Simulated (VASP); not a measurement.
# BaZrO3 (Pm-3m) in VASP: notebook, part 2 of 3

VASP 6.6.1.

### Step 3. Single point, PBEsol

This run uses another cell than the first one, of 14.80 Å³/atom, 1.013 times its volume.

INCAR reads:

```
PREC = Accurate
ENCUT = 520
EDIFF = 1E-6
ISMEAR = 0
SIGMA = 0.01
LREAL = F
LASPH = T
NELM = 60
ALGO = Normal
ISIF = 2
LWAVE = F
LCHARG = F
GGA = PS
NBANDS = 28
```

KPOINTS reads:

```
regular mesh
0
Gamma
  4 4 4
```

POSCAR reads:

```
BaZrO3
1.0
    4.1984397230      0.0000000000      0.0000000000
    0.0000000000      4.1984397230      0.0000000000
    0.0000000000      0.0000000000      4.1984397230
Ba Zr O
1 1 3
Direct
    0.0000000000      0.0000000000      0.0000000000
    0.5000000000      0.5000000000      0.5000000000
    0.0000000000      0.5000000000      0.5000000000
    0.5000000000      0.0000000000      0.5000000000
    0.5000000000      0.5000000000      0.0000000000
```

Potentials or basis: VASP PAW PBE potentials, release 64 (Ba_sv, Zr_sv, O).

Launch:

```
> cat potpaw_PBE.64/Ba_sv/POTCAR potpaw_PBE.64/Zr_sv/POTCAR potpaw_PBE.64/O/POTCAR > POTCAR
> mpirun -np 1 vasp_std > vasp.out
```

OUTCAR:

```text
PREC = Accurate
   ENCUT = 520
   EDIFF = 1E-6
   ISMEAR = 0
   LREAL = F
   LASPH = T
   NELM = 60
   ISIF = 2
   GGA = PS

 ion  position               nearest neighbor table
   1  0.000  0.000  0.000-   3 2.97   4 2.97   5 2.97   3 2.97   4 2.97   3 2.97   5 2.97   3 2.97
                             4 2.97   5 2.97   4 2.97   5 2.97   2 3.64   2 3.64   2 3.64   2 3.64
   2  0.500  0.500  0.500-   3 2.10   4 2.10   5 2.10   5 2.10   4 2.10   3 2.10   1 3.64   1 3.64
                             1 3.64   1 3.64   1 3.64   1 3.64   1 3.64   1 3.64
   3  0.000  0.500  0.500-   2 2.10   2 2.10   1 2.97   1 2.97   1 2.97   1 2.97
   4  0.500  0.000  0.500-   2 2.10   2 2.10   1 2.97   1 2.97   1 2.97   1 2.97
   5  0.500  0.500  0.000-   2 2.10   2 2.10   1 2.97   1 2.97   1 2.97   1 2.97

  LATTYP: Found a simple cubic cell.
 ALAT       =     4.1984397230

  Lattice vectors:

 A1 = (   4.1984397230,   0.0000000000,   0.0000000000)
 A2 = (   0.0000000000,   4.1984397230,   0.0000000000)
 A3 = (   0.0000000000,   0.0000000000,   4.1984397230)

Analysis of symmetry for initial positions (statically):
=====================================================================
 Subroutine PRICEL returns:
 Original cell was already a primitive cell.

 Routine SETGRP: Setting up the symmetry group for a
 simple cubic supercell.

 Subroutine GETGRP returns: Found 48 space group operations
 (whereof 48 operations were pure point group operations)
 out of a pool of 48 trial point group operations.

The static configuration has the point symmetry O_h .

Analysis of symmetry for dynamics (positions and initial velocities):
=====================================================================
 Subroutine PRICEL returns:
 Original cell was already a primitive cell.

 Routine SETGRP: Setting up the symmetry group for a
 simple cubic supercell.

 Subroutine GETGRP returns: Found 48 space group operations
 (whereof 48 operations were pure point group operations)
 out of a pool of 48 trial point group operations.

The dynamic configuration has the point symmetry O_h .

 Subroutine INISYM returns: Found 48 space group operations
 (whereof 48 operations are pure point group operations),
 and found     1 'primitive' translations

----------------------------------------------------------------------------------------

                                     Primitive cell

  volume of cell :      74.0055

  direct lattice vectors                    reciprocal lattice vectors
     4.198439723  0.000000000  0.000000000     0.238183722  0.000000000  0.000000000
     0.000000000  4.198439723  0.000000000     0.000000000  0.238183722  0.000000000
     0.000000000  0.000000000  4.198439723     0.000000000  0.000000000  0.238183722

  length of vectors
     4.198439723  4.198439723  4.198439723     0.238183722  0.238183722  0.238183722

  position of ions in fractional coordinates (direct lattice)
     0.000000000  0.000000000  0.000000000
     0.500000000  0.500000000  0.500000000
     0.000000000  0.500000000  0.500000000
     0.500000000  0.000000000  0.500000000
     0.500000000  0.500000000  0.000000000

  ion indices of the primitive-cell ions
   primitive index   ion index
[... 33 lines left out ...]
            Coordinates               Weight
  0.000000  0.000000  0.000000      1.000000
  0.250000  0.000000  0.000000      6.000000
  0.500000  0.000000  0.000000      3.000000
  0.250000  0.250000  0.000000     12.000000
  0.500000  0.250000  0.000000     12.000000
  0.500000  0.500000  0.000000      3.000000
  0.250000  0.250000  0.250000      8.000000
  0.500000  0.250000  0.250000     12.000000
  0.500000  0.500000  0.250000      6.000000
  0.500000  0.500000  0.500000      1.000000
   k-points           NKPTS =     10   k-points in BZ     NKDIM =     10   number of bands    NBANDS=     28
   number of dos      NEDOS =    301   number of ions     NIONS =      5
   total plane-waves  NPLWV =  32768
   dimension x,y,z NGX =    32 NGY =   32 NGZ =   32
   dimension x,y,z NGXF=    64 NGYF=   64 NGZF=   64
   ions per type =               1   1   3
   NGX,Y,Z   is equivalent  to a cutoff of  12.67, 12.67, 12.67 a.u.
   NGXF,Y,Z  is equivalent  to a cutoff of  25.34, 25.34, 25.34 a.u.
 SYSTEM =  unknown system
   PREC   = accura    normal or accurate (medium, high low for compatibility)
   ISTART =      0    job   : 0-new  1-cont  2-samecut
   ICHARG =      2    charge: 1-file 2-atom 10-const
   ISPIN  =      1    spin polarized calculation?
   LNONCOLLINEAR =      F non collinear calculations
   LSORBIT =      F    spin-orbit coupling
   LASPH  =      T    aspherical Exc in radial PAW
   ENCUT  =  520.0 eV  38.22 Ry    6.18 a.u.   7.81  7.81  7.81*2*pi/ulx,y,z
   NELM   =     60;   NELMIN=  2; NELMDL= -5     # of ELM steps
   EDIFF  = 0.1E-05   stopping-criterion for ELM
   LREAL  =      F    real-space projection
   EDIFFG = 0.1E-04   stopping-criterion for IOM
   NSW    =      0    number of steps for IOM
   IBRION =     -1    ionic relax: 0-MD 1-quasi-New 2-CG
   NFREE  =      0    steps in history (QN), initial steepest desc. (CG)
   ISIF   =      2    stress and relaxation
   ISYM   =      2    0-nonsym 1-usesym 2-fastsym
   POTIM  = 0.5000    time-step for ionic-motion
   TEBEG  =    0.0;   TEEND  =   0.0 temperature during run
   PSTRESS=    0.0 pullay stress
   NELECT =      40.0000    total number of electrons
   NUPDOWN=      -1.0000    fix difference up-down
   EMIN   =  10.00;   EMAX   =-10.00  energy-range for DOS
   EFERMI =   0.00;   METHOD = LEGACY
   ISMEAR =     0;   SIGMA  =   0.01  broadening in eV -4-tet -1-fermi 0-gaus
   EFERMI_NEDOS =   21; number of points for ismear=-14 and -15
   IALGO  =     38    algorithm
   IMIX   =      4    mixing-type and parameters
     AMIX     =   0.40;   BMIX     =  1.00
     AMIX_MAG =   1.60;   BMIX_MAG =  1.00
  volume/ion in A,a.u.               =      14.80        99.88
  Fermi-wavevector in a.u.,A,eV,Ry     =   1.333543  2.520030 24.195730  1.778336
  Thomas-Fermi vector in A             =   2.462393
   LORBIT       =      0    0 simple, 1 ext, 2 COOP (PROOUT), +10 PAW based schemes
   GGA     = PS    functional components
   LHFCALC =     F    Hartree Fock is set to
   AEXX    =    0.0000 exact exchange contribution
   IVDW    =     0    specifies the selected vdW correction
   LEPSILON=     F    determine dielectric tensor
   LRPA    =     F    only Hartree local field effects (RPA)
 non-spin polarized calculation
 Gauss-broadening in eV      SIGMA  =   0.01
  energy-cutoff  :      520.00
  volume of cell :       74.01
 maximum number of plane-waves:      2012
 NGX is ok and might be reduce to    32
   NGX = 15   NGY = 15   NGZ = 15

 number of electron      39.9999997 magnetization

 Free energy of the ion-electron system (eV)
  ---------------------------------------------------
  ext. energy  EPLUGINS =         0.00000000
  ---------------------------------------------------
  free energy    TOTEN  =       -43.61206291 eV

  energy without entropy =      -43.61206291  energy(sigma->0) =      -43.61206291

 E-fermi :   3.6690     XC(G=0): -10.9960

 val. band max:        3.6009705058   @ k =   0.5000   0.5000   0.5000
 cond. band min:       6.6910317673   @ k =   0.0000   0.0000   0.0000
 fundamental gap:      3.0900612615
 Fermi energy:         3.6689552548

 k-point     1 :       0.0000    0.0000    0.0000
  band No.  band energies     occupation
      1     -43.3161      2.00000
      2     -21.6569      2.00000
      3     -21.5181      2.00000
      4     -21.5181      2.00000
      5     -21.5181      2.00000
      6     -12.6800      2.00000
[... 299 lines left out ...]
     27      12.7311      0.00000
     28      12.7311      0.00000

------------------------ aborting loop because EDIFF is reached ----------------------------------------

  FORCE on cell =-STRESS in cart. coord.  units (eV):
  Direction    XX          YY          ZZ          XY          YZ          ZX
  --------------------------------------------------------------------------------------
  -------------------------------------------------------------------------------------
  Total       -0.4102595     -0.4102595     -0.4102595      0.0000000      0.0000000     -0.0000000
  in kB       -8.8818916     -8.8818916     -8.8818916      0.0000000      0.0000000     -0.0000000
  external PRESSURE =      -8.8818916 kB  Pullay stress =       0.0000000 kB

 VOLUME and BASIS-vectors are now :
 -----------------------------------------------------------------------------
  energy-cutoff  :      520.00
  volume of cell :       74.01
      direct lattice vectors                 reciprocal lattice vectors
     4.198439723  0.000000000  0.000000000     0.238183722  0.000000000  0.000000000
     0.000000000  4.198439723  0.000000000     0.000000000  0.238183722  0.000000000
     0.000000000  0.000000000  4.198439723     0.000000000  0.000000000  0.238183722

 POSITION                                       TOTAL-FORCE (eV/Angst)
 -----------------------------------------------------------------------------------
      0.00000      0.00000      0.00000         0.000000      0.000000      0.000000
      2.09922      2.09922      2.09922         0.000000      0.000000      0.000000
      0.00000      2.09922      2.09922         0.000000      0.000000      0.000000
      2.09922      0.00000      2.09922         0.000000      0.000000      0.000000
      2.09922      2.09922      0.00000         0.000000      0.000000      0.000000
 -----------------------------------------------------------------------------------
    total drift:                                0.000000     -0.000000     -0.000000

  FREE ENERGIE OF THE ION-ELECTRON SYSTEM (eV)
  ---------------------------------------------------
  free  energy   TOTEN  =       -43.6120629060 eV

  energy  without entropy=      -43.6120629060  energy(sigma->0) =      -43.61206291
```

stdout:

```text
POSCAR found type information on POSCAR BaZrO
 POSCAR found :  3 types and       5 ions
 scaLAPACK will be used
 -----------------------------------------------------------------------------
|                                                                             |
|                                                                             |
|     You enforced a specific xc type in the INCAR file but a different       |
|     I HOPE YOU KNOW WHAT YOU ARE DOING!                                     |
|                                                                             |
 -----------------------------------------------------------------------------

 LDA part: xc-table for (Slater+PW92), standard interpolation
 POSCAR, INCAR and KPOINTS ok, starting setup
 FFT: planning ... GRIDC
 FFT: planning ... GRID_SOFT
 FFT: planning ... GRID
 WAVECAR not read
 entering main loop
```

Run time: 10 s. Hardware: 1 thread of Intel Xeon 6975P-C (Granite Rapids), shared host; peak memory 0.18 GiB.

Results:

```yaml
Free_energy: -43.6121 eV
Pressure: -0.9 GPa
Band_gap_on_the_k_mesh: 3.09 eV, indirect (least direct gap 3.32 eV)
```

Caveat: the PAW data sets were made with another functional, which shifts forces and pressure a little; spin-orbit coupling is left out, which moves the levels of the heavy elements. A k mesh can miss the band edges.

### Step 4. Single point, PBEsol

This run uses another cell than the first one, of 14.44 Å³/atom, 0.988 times its volume.

INCAR reads:

```
SYSTEM = BaZrO3
  PREC = Accurate
  ENCUT = 520
  EDIFF = 1E-6
  ISMEAR = 0
  SIGMA = 0.01
  LREAL = .FALSE.
  LASPH = .TRUE.
  NELM = 100
  ALGO = Normal
  ISIF = 2
  LWAVE = .FALSE.
  LCHARG = .FALSE.
  GGA = PS
  NBANDS = 28
```

KPOINTS reads:

```
regular mesh
0
G
  4 4 4
  0 0 0
```

Edit POSCAR of step 3 so:

```diff
@@ -2,5 +2,5 @@
 1.0
-    4.1984397230      0.0000000000      0.0000000000
-    0.0000000000      4.1984397230      0.0000000000
-    0.0000000000      0.0000000000      4.1984397230
+    4.1642882967      0.0000000000      0.0000000000
+    0.0000000000      4.1642882967      0.0000000000
+    0.0000000000      0.0000000000      4.1642882967
 Ba Zr O
```

Potentials or basis: VASP PAW PBE potentials, release 64 (Ba_sv, Zr_sv, O).

Launch:

```
> cat potpaw_PBE.64/Ba_sv/POTCAR potpaw_PBE.64/Zr_sv/POTCAR potpaw_PBE.64/O/POTCAR > POTCAR
> mpirun -np 1 vasp_std > vasp.out
```

OUTCAR:

```text
SYSTEM = BaZrO3
   PREC = Accurate
   ENCUT = 520
   EDIFF = 1E-6
   ISMEAR = 0
   LREAL = .FALSE.
   LASPH = .TRUE.
   NELM = 100
   ISIF = 2
   GGA = PS

 ion  position               nearest neighbor table
   1  0.000  0.000  0.000-   3 2.94   4 2.94   5 2.94   3 2.94   4 2.94   3 2.94   5 2.94   3 2.94
                             4 2.94   5 2.94   4 2.94   5 2.94   2 3.61   2 3.61   2 3.61   2 3.61
   2  0.500  0.500  0.500-   3 2.08   4 2.08   5 2.08   5 2.08   4 2.08   3 2.08   1 3.61   1 3.61
                             1 3.61   1 3.61   1 3.61   1 3.61   1 3.61   1 3.61
   3  0.000  0.500  0.500-   2 2.08   2 2.08   1 2.94   1 2.94   1 2.94   1 2.94
   4  0.500  0.000  0.500-   2 2.08   2 2.08   1 2.94   1 2.94   1 2.94   1 2.94
   5  0.500  0.500  0.000-   2 2.08   2 2.08   1 2.94   1 2.94   1 2.94   1 2.94

  LATTYP: Found a simple cubic cell.
 ALAT       =     4.1642882967

  Lattice vectors:

 A1 = (   4.1642882967,   0.0000000000,   0.0000000000)
 A2 = (   0.0000000000,   4.1642882967,   0.0000000000)
 A3 = (   0.0000000000,   0.0000000000,   4.1642882967)

Analysis of symmetry for initial positions (statically):
=====================================================================
 Subroutine PRICEL returns:
 Original cell was already a primitive cell.

 Routine SETGRP: Setting up the symmetry group for a
 simple cubic supercell.

 Subroutine GETGRP returns: Found 48 space group operations
 (whereof 48 operations were pure point group operations)
 out of a pool of 48 trial point group operations.

The static configuration has the point symmetry O_h .

Analysis of symmetry for dynamics (positions and initial velocities):
=====================================================================
 Subroutine PRICEL returns:
 Original cell was already a primitive cell.

 Routine SETGRP: Setting up the symmetry group for a
 simple cubic supercell.

[... 113 lines left out ...]
   IMIX   =      4    mixing-type and parameters
     AMIX     =   0.40;   BMIX     =  1.00
     AMIX_MAG =   1.60;   BMIX_MAG =  1.00
  volume/ion in A,a.u.               =      14.44        97.47
  Fermi-wavevector in a.u.,A,eV,Ry     =   1.344479  2.540697 24.594217  1.807624
  Thomas-Fermi vector in A             =   2.472469
   LORBIT       =      0    0 simple, 1 ext, 2 COOP (PROOUT), +10 PAW based schemes
   GGA     = PS    functional components
   LHFCALC =     F    Hartree Fock is set to
   AEXX    =    0.0000 exact exchange contribution
   IVDW    =     0    specifies the selected vdW correction
   LEPSILON=     F    determine dielectric tensor
   LRPA    =     F    only Hartree local field effects (RPA)
 non-spin polarized calculation
 Gauss-broadening in eV      SIGMA  =   0.01
  energy-cutoff  :      520.00
  volume of cell :       72.21
 maximum number of plane-waves:      1956
 NGX is ok and might be reduce to    32
   NGX = 15   NGY = 15   NGZ = 15

 number of electron      40.0000011 magnetization

 Free energy of the ion-electron system (eV)
  ---------------------------------------------------
  ext. energy  EPLUGINS =         0.00000000
  ---------------------------------------------------
  free energy    TOTEN  =       -43.59740454 eV

  energy without entropy =      -43.59740454  energy(sigma->0) =      -43.59740454

 E-fermi :   3.8599     XC(G=0): -11.1205

 val. band max:        3.7776517310   @ k =   0.5000   0.5000   0.5000
 cond. band min:       6.9170149599   @ k =   0.0000   0.0000   0.0000
 fundamental gap:      3.1393632289
 Fermi energy:         3.8598738985

 k-point     1 :       0.0000    0.0000    0.0000
  band No.  band energies     occupation
      1     -42.9877      2.00000
      2     -21.4083      2.00000
      3     -21.2251      2.00000
      4     -21.2251      2.00000
      5     -21.2251      2.00000
      6     -12.5448      2.00000
[... 299 lines left out ...]
     27      13.0682      0.00000
     28      13.0682      0.00000

------------------------ aborting loop because EDIFF is reached ----------------------------------------

  FORCE on cell =-STRESS in cart. coord.  units (eV):
  Direction    XX          YY          ZZ          XY          YZ          ZX
  --------------------------------------------------------------------------------------
  -------------------------------------------------------------------------------------
  Total        1.4528467      1.4528467      1.4528467     -0.0000000      0.0000000      0.0000000
  in kB       32.2335411     32.2335411     32.2335411     -0.0000000      0.0000000      0.0000000
  external PRESSURE =      32.2335411 kB  Pullay stress =       0.0000000 kB

 VOLUME and BASIS-vectors are now :
 -----------------------------------------------------------------------------
  energy-cutoff  :      520.00
  volume of cell :       72.21
      direct lattice vectors                 reciprocal lattice vectors
     4.164288297  0.000000000  0.000000000     0.240137072  0.000000000  0.000000000
     0.000000000  4.164288297  0.000000000     0.000000000  0.240137072  0.000000000
     0.000000000  0.000000000  4.164288297     0.000000000  0.000000000  0.240137072

 POSITION                                       TOTAL-FORCE (eV/Angst)
 -----------------------------------------------------------------------------------
      0.00000      0.00000      0.00000         0.000000      0.000000      0.000000
      2.08214      2.08214      2.08214         0.000000      0.000000      0.000000
      0.00000      2.08214      2.08214         0.000000      0.000000      0.000000
      2.08214      0.00000      2.08214         0.000000      0.000000      0.000000
      2.08214      2.08214      0.00000         0.000000      0.000000      0.000000
 -----------------------------------------------------------------------------------
    total drift:                                0.000000     -0.000000     -0.000000

  FREE ENERGIE OF THE ION-ELECTRON SYSTEM (eV)
  ---------------------------------------------------
  free  energy   TOTEN  =       -43.5974045367 eV

  energy  without entropy=      -43.5974045367  energy(sigma->0) =      -43.59740454
```

Run time: 10 s. Hardware: 1 thread of Intel Xeon 6975P-C (Granite Rapids), shared host; peak memory 0.18 GiB.

Results:

- Free energy: -43.5974 eV
- Pressure: 3.2 GPa
- Band gap on the k mesh: 3.14 eV, indirect (least direct gap 3.34 eV)

Caveat: the PAW data sets were made with another functional, which shifts forces and pressure a little; spin-orbit coupling is left out, which moves the levels of the heavy elements.

(Continued in part 3 of 3.)
